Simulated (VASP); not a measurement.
# Cd4SeS3 (P-4m2) in VASP: single point with PBE

Aim: the single point of Cd4SeS3 with PBE.

Program: VASP 6.6.1. These are calculated values, not measurements. Logs are shortened: lines on timing, memory, paths and dates and some standing lists are left out, and cuts for length are marked.

## Step 1: The cell of the first run

It takes space group P-4m2 (No. 115, tetragonal). The conventional cell has a = 4.242 Å, b = 4.242 Å, c = 11.961 Å, α = 90.00°, β = 90.00°, γ = 90.00°. Within 3.4 Å of Cd (site symmetry 2mm) lie 4 S at 2.57 Å. Cd (site symmetry 2mm) has 2 S at 2.58 Å and 2 Se at 2.66 Å within 3.4 Å. Within 3.5 Å of Se (site symmetry -4m2) lie 4 Cd at 2.66 Å. Within 3.4 Å of S (site symmetry 2mm) lie 4 Cd at 2.57 to 2.58 Å. Within 3.4 Å of S (site symmetry -4m2) lie 4 Cd at 2.57 Å.

## Step 2: Single point, PBE

POSCAR

```
Cd4SeS3
1.0
    4.2418401000      0.0000000000      0.0000000000
    0.0000000000      4.2418401000      0.0000000000
    0.0000000000      0.0000000000     11.9614623000
Cd Se S
4 1 3
Direct
    0.5000000000      0.0000000000      0.6216120000
    0.0000000000      0.5000000000      0.8655710000
    0.5000000000      0.0000000000      0.1344290000
    0.0000000000      0.5000000000      0.3783880000
    0.0000000000      0.0000000000      0.0000000000
    0.5000000000      0.5000000000      0.2565630000
    0.0000000000      0.0000000000      0.5000000000
    0.5000000000      0.5000000000      0.7434370000
```

INCAR.step1

```
PREC     = Accurate       # precision mode
ENCUT    = 520            # plane-wave cutoff, eV
EDIFF    = 1E-6           # SCF threshold, eV
ISMEAR   = 0              # smearing method
SIGMA    = 0.02           # smearing width, eV
LREAL    = F              # projectors in reciprocal space
LASPH    = T              # aspherical terms in the spheres
NELM     = 60             # most SCF steps
ALGO     = Normal         # electronic algorithm
ISIF     = 2              # what is computed and relaxed
LWAVE    = F              # write WAVECAR
LCHARG   = T              # write CHGCAR
GGA      = PE             # functional
NBANDS   = 46             # bands
```

KPOINTS.step1

```
Automatic mesh
0
Gamma
  6 6 4
```

INCAR.step2

```
PREC     = Accurate       # precision mode
ENCUT    = 520            # plane-wave cutoff, eV
EDIFF    = 1E-6           # SCF threshold, eV
ISMEAR   = -5             # smearing method
SIGMA    = 0.02           # smearing width, eV
LREAL    = F              # projectors in reciprocal space
LASPH    = T              # aspherical terms in the spheres
NELM     = 60             # most SCF steps
ALGO     = Normal         # electronic algorithm
ISIF     = 2              # what is computed and relaxed
LWAVE    = F              # write WAVECAR
LCHARG   = F              # write CHGCAR
GGA      = PE             # functional
LORBIT   = 11             # projections on sites
NBANDS   = 46             # bands
NEDOS    = 2001           # points of the DOS
ICHARG   = 11             # starting density
```

KPOINTS.step2

```
Automatic mesh
0
Gamma
  9 9 6
```

Potentials or basis: VASP PAW PBE potentials, release 64 (Cd, Se, S).

Started as:

```console
$ cat potpaw_PBE.64/Cd/POTCAR potpaw_PBE.64/Se/POTCAR potpaw_PBE.64/S/POTCAR > POTCAR
$ cp INCAR.step1 INCAR
$ cp KPOINTS.step1 KPOINTS
$ mpirun -np 1 vasp_std > vasp.out
$ cp INCAR.step2 INCAR
$ cp KPOINTS.step2 KPOINTS
$ mpirun -np 1 vasp_std > vasp.out
```

OUTCAR:

```text
PREC = Accurate
   ENCUT = 520
   EDIFF = 1E-6
   ISMEAR = -5
   LREAL = F
   LASPH = T
   NELM = 60
   ISIF = 2
   GGA = PE
   LORBIT = 11
   ICHARG = 11

 ion  position               nearest neighbor table
   1  0.500  0.000  0.622-   7 2.57   7 2.57   8 2.57   8 2.57
   2  0.000  0.500  0.866-   8 2.58   8 2.58   5 2.66   5 2.66
   3  0.500  0.000  0.134-   6 2.58   6 2.58   5 2.66   5 2.66
   4  0.000  0.500  0.378-   7 2.57   7 2.57   6 2.57   6 2.57
   5  0.000  0.000  0.000-   2 2.66   3 2.66   2 2.66   3 2.66
   6  0.500  0.500  0.257-   4 2.57   4 2.57   3 2.58   3 2.58
   7  0.000  0.000  0.500-   1 2.57   4 2.57   4 2.57   1 2.57
   8  0.500  0.500  0.743-   1 2.57   1 2.57   2 2.58   2 2.58

  LATTYP: Found a simple tetragonal cell.
 ALAT       =     4.2418401000
 C/A-ratio  =     2.8198758129

  Lattice vectors:

 A1 = (   4.2418401000,   0.0000000000,   0.0000000000)
 A2 = (   0.0000000000,   4.2418401000,   0.0000000000)
 A3 = (   0.0000000000,   0.0000000000,  11.9614623000)

Analysis of symmetry for initial positions (statically):
=====================================================================
 Subroutine PRICEL returns:
 Original cell was already a primitive cell.

 Routine SETGRP: Setting up the symmetry group for a
 simple tetragonal supercell.

 Subroutine GETGRP returns: Found  8 space group operations
 (whereof  8 operations were pure point group operations)
 out of a pool of 16 trial point group operations.

The static configuration has the point symmetry D_2d.

Analysis of symmetry for dynamics (positions and initial velocities):
=====================================================================
 Subroutine PRICEL returns:
 Original cell was already a primitive cell.

 Routine SETGRP: Setting up the symmetry group for a
 simple tetragonal supercell.

 Subroutine GETGRP returns: Found  8 space group operations
 (whereof  8 operations were pure point group operations)
 out of a pool of 16 trial point group operations.

The dynamic configuration has the point symmetry D_2d.

 Subroutine INISYM returns: Found  8 space group operations
 (whereof  8 operations are pure point group operations),
 and found     1 'primitive' translations

----------------------------------------------------------------------------------------

                                     Primitive cell

  volume of cell :     215.2251

  direct lattice vectors                    reciprocal lattice vectors
     4.241840100  0.000000000  0.000000000     0.235746746  0.000000000  0.000000000
     0.000000000  4.241840100  0.000000000     0.000000000  0.235746746  0.000000000
     0.000000000  0.000000000 11.961462300     0.000000000  0.000000000  0.083601818

  length of vectors
     4.241840100  4.241840100 11.961462300     0.235746746  0.235746746  0.083601818

  position of ions in fractional coordinates (direct lattice)
     0.500000000  0.000000000  0.621612000
     0.000000000  0.500000000  0.865571000
     0.500000000  0.000000000  0.134429000
     0.000000000  0.500000000  0.378388000
     0.000000000  0.000000000  0.000000000
     0.500000000  0.500000000  0.256563000
     0.000000000  0.000000000  0.500000000
     0.500000000  0.500000000  0.743437000

  ion indices of the primitive-cell ions
   primitive index   ion index
                 1           1
                 2           2
                 3           3
                 4           4
                 5           5
                 6           6
                 7           7
                 8           8

----------------------------------------------------------------------------------------

 KPOINTS: Automatic mesh

Automatic generation of k-mesh.
 Grid dimensions read from file:
 generate k-points for:    9    9    6

 Generating k-lattice:

  Cartesian coordinates                     Fractional coordinates (reciprocal lattice)
     0.026194083  0.000000000  0.000000000     0.111111111  0.000000000  0.000000000
     0.000000000  0.026194083  0.000000000     0.000000000  0.111111111  0.000000000
     0.000000000  0.000000000  0.013933636     0.000000000  0.000000000  0.166666667

  Length of vectors
     0.026194083  0.026194083  0.013933636

  Shift w.r.t. Gamma in fractional coordinates (k-lattice)
     0.000000000  0.000000000  0.000000000

 TETIRR: Found    723 inequivalent tetrahedra from     2916

 Subroutine IBZKPT returns following result:
 ===========================================

 Found     60 irreducible k-points:

 Following reciprocal coordinates:
            Coordinates               Weight
  0.000000  0.000000  0.000000      1.000000
  0.111111  0.000000  0.000000      4.000000
  0.222222  0.000000  0.000000      4.000000
  0.333333  0.000000  0.000000      4.000000
  0.444444  0.000000  0.000000      4.000000
  0.111111  0.111111  0.000000      4.000000
[... 16 lines left out ...]
  0.333333  0.111111  0.166667     16.000000
  0.444444  0.111111  0.166667     16.000000
 [... further k-points ...]
   k-points           NKPTS =     60   k-points in BZ     NKDIM =     60   number of bands    NBANDS=     46
   number of dos      NEDOS =   2001   number of ions     NIONS =      8
   total plane-waves  NPLWV =  92160
   dimension x,y,z NGX =    32 NGY =   32 NGZ =   90
   dimension x,y,z NGXF=    64 NGYF=   64 NGZF=  180
   ions per type =               4   1   3
   NGX,Y,Z   is equivalent  to a cutoff of  12.54, 12.54, 12.51 a.u.
   NGXF,Y,Z  is equivalent  to a cutoff of  25.08, 25.08, 25.02 a.u.
 SYSTEM =  unknown system
   PREC   = accura    normal or accurate (medium, high low for compatibility)
   ISTART =      0    job   : 0-new  1-cont  2-samecut
   ICHARG =     11    charge: 1-file 2-atom 10-const
   ISPIN  =      1    spin polarized calculation?
   LNONCOLLINEAR =      F non collinear calculations
   LSORBIT =      F    spin-orbit coupling
   LASPH  =      T    aspherical Exc in radial PAW
   ENCUT  =  520.0 eV  38.22 Ry    6.18 a.u.   7.89  7.89 22.24*2*pi/ulx,y,z
   NELM   =     60;   NELMIN=  2; NELMDL=  0     # of ELM steps
   EDIFF  = 0.1E-05   stopping-criterion for ELM
   LREAL  =      F    real-space projection
   EDIFFG = 0.1E-04   stopping-criterion for IOM
   NSW    =      0    number of steps for IOM
   IBRION =     -1    ionic relax: 0-MD 1-quasi-New 2-CG
   NFREE  =      0    steps in history (QN), initial steepest desc. (CG)
   ISIF   =      2    stress and relaxation
   ISYM   =      2    0-nonsym 1-usesym 2-fastsym
   POTIM  = 0.5000    time-step for ionic-motion
   TEBEG  =    0.0;   TEEND  =   0.0 temperature during run
   PSTRESS=    0.0 pullay stress
   NELECT =      72.0000    total number of electrons
   NUPDOWN=      -1.0000    fix difference up-down
   EMIN   =  10.00;   EMAX   =-10.00  energy-range for DOS
   EFERMI =   0.00;   METHOD = LEGACY
   ISMEAR =    -5;   SIGMA  =   0.02  broadening in eV -4-tet -1-fermi 0-gaus
   EFERMI_NEDOS =   21; number of points for ismear=-14 and -15
   IALGO  =     38    algorithm
   IMIX   =      4    mixing-type and parameters
     AMIX     =   0.40;   BMIX     =  1.00
     AMIX_MAG =   1.60;   BMIX_MAG =  1.00
  volume/ion in A,a.u.               =      26.90       181.55
  Fermi-wavevector in a.u.,A,eV,Ry     =   1.136461  2.147601 17.572531  1.291545
  Thomas-Fermi vector in A             =   2.273167
   LORBIT       =     11    0 simple, 1 ext, 2 COOP (PROOUT), +10 PAW based schemes
   GGA     = PE    functional components
   LHFCALC =     F    Hartree Fock is set to
   AEXX    =    0.0000 exact exchange contribution
   IVDW    =     0    specifies the selected vdW correction
   LEPSILON=     F    determine dielectric tensor
   LRPA    =     F    only Hartree local field effects (RPA)
 non-spin polarized calculation
 Fermi weights with tetrahedron method with Bloechl corrections
  energy-cutoff  :      520.00
  volume of cell :      215.23
 maximum number of plane-waves:      5834
 NGX is ok and might be reduce to    32

 number of electron      72.0000026 magnetization

 Free energy of the ion-electron system (eV)
  ---------------------------------------------------
  ext. energy  EPLUGINS =         0.00000000
  ---------------------------------------------------
  free energy    TOTEN  =       -23.91158515 eV

  energy without entropy =      -23.91158515  energy(sigma->0) =      -23.91158515

 E-fermi :   0.8696     XC(G=0):  -8.8574

 val. band max:        0.8628636020   @ k =   0.0000   0.0000   0.0000
 cond. band min:       1.7069964875   @ k =   0.0000   0.0000   0.0000
 fundamental gap:      0.8441328854
 Fermi energy:         0.8696123059

 k-point     1 :       0.0000    0.0000    0.0000
  band No.  band energies     occupation
      1     -11.3275      2.00000
      2     -11.0981      2.00000
      3     -11.0680      2.00000
      4     -10.8411      2.00000
      5      -6.8136      2.00000
      6      -6.8136      2.00000
[... 38 lines left out ...]
     45       7.2130      0.00000
     46       7.2175      0.00000

 k-point     2 :       0.1111    0.0000    0.0000
  band No.  band energies     occupation
      1     -11.2985      2.00000
      2     -11.0833      2.00000
      3     -11.0538      2.00000
      4     -10.8417      2.00000
      5      -6.8057      2.00000
      6      -6.7931      2.00000
[... 38 lines left out ...]
     45       7.2877      0.00000
     46       7.3764      0.00000

 k-point     3 :       0.2222    0.0000    0.0000
  band No.  band energies     occupation
      1     -11.2199      2.00000
      2     -11.0455      2.00000
      3     -11.0176      2.00000
      4     -10.8479      2.00000
      5      -6.7835      2.00000
      6      -6.7587      2.00000
[... 1018 lines left out ...]
     45       7.6050      0.00000
     46       7.6867      0.00000

 k-point    24 :       0.4444    0.1111    0.1667
  band No.  band energies     occupation
      1     -10.9949      2.00000
      2     -10.9610      2.00000
      3     -10.9331      2.00000
      4     -10.9087      2.00000
      5      -6.7154      2.00000
      6      -6.7087      2.00000
[... 38 lines left out ...]
     45       7.3304      0.00000
     46       7.4982      0.00000

 [... further k-points ...]
[... 5 lines left out ...]
  --------------------------------------------------------------------------------------
  -------------------------------------------------------------------------------------
  Total        0.3600715      0.3600715      0.4135181      0.0000000      0.0000000     -0.0000000
  in kB        2.6804424      2.6804424      3.0783093      0.0000000      0.0000000     -0.0000000
  external PRESSURE =       2.8130647 kB  Pullay stress =       0.0000000 kB

 VOLUME and BASIS-vectors are now :
 -----------------------------------------------------------------------------
  energy-cutoff  :      520.00
  volume of cell :      215.23
      direct lattice vectors                 reciprocal lattice vectors
     4.241840100  0.000000000  0.000000000     0.235746746  0.000000000  0.000000000
     0.000000000  4.241840100  0.000000000     0.000000000  0.235746746  0.000000000
     0.000000000  0.000000000 11.961462300     0.000000000  0.000000000  0.083601818

 POSITION                                       TOTAL-FORCE (eV/Angst)
 -----------------------------------------------------------------------------------
      2.12092      0.00000      7.43539         0.000000      0.000000      0.000495
      0.00000      2.12092     10.35349         0.000000      0.000000     -0.001185
      2.12092      0.00000      1.60797         0.000000      0.000000      0.001185
      0.00000      2.12092      4.52607        -0.000000      0.000000     -0.000495
      0.00000      0.00000      0.00000         0.000000      0.000000      0.000000
      2.12092      2.12092      3.06887         0.000000     -0.000000     -0.001556
      0.00000      0.00000      5.98073         0.000000      0.000000      0.000000
      2.12092      2.12092      8.89259         0.000000      0.000000      0.001556
 -----------------------------------------------------------------------------------
    total drift:                                0.000000      0.000000      0.000000

  FREE ENERGIE OF THE ION-ELECTRON SYSTEM (eV)
  ---------------------------------------------------
  free  energy   TOTEN  =       -23.9115851505 eV

  energy  without entropy=      -23.9115851505  energy(sigma->0) =      -23.91158515

 total charge

# of ion       s       p       d       tot
------------------------------------------
    1        0.417   0.296   9.564  10.276
    2        0.428   0.296   9.559  10.282
    3        0.428   0.296   9.559  10.282
    4        0.417   0.296   9.564  10.276
    5        1.444   2.384   0.020   3.848
    6        1.326   2.376   0.000   3.702
    7        1.326   2.379   0.000   3.704
    8        1.326   2.376   0.000   3.702
--------------------------------------------------
tot          7.112  10.697  38.264  56.074
```

Run time: 4.5 min. Hardware: 1 thread of Intel Xeon 6975P-C (Granite Rapids), shared host; peak memory 0.6 GiB.

Results:

| Quantity | Value |
| --- | --- |
| Valence electrons inside the program's atomic spheres | Cd 10.28; Se 3.85; S 3.70 |

Levels at points of the mesh, in eV from the valence-band top:
| k point | band 33 | band 34 | band 35 | band 36 | band 37 | band 38 | band 39 | band 40 |
| --- | --- | --- | --- | --- | --- | --- | --- | --- |
| (0.00, 0.00, 0.00) | -0.86 | -0.05 | 0.00 | 0.00 | 0.84 | 3.33 | 3.36 | 3.49 |
| (0.00, 0.00, 0.50) | -0.47 | -0.47 | -0.17 | -0.17 | 1.99 | 2.06 | 3.62 | 3.72 |
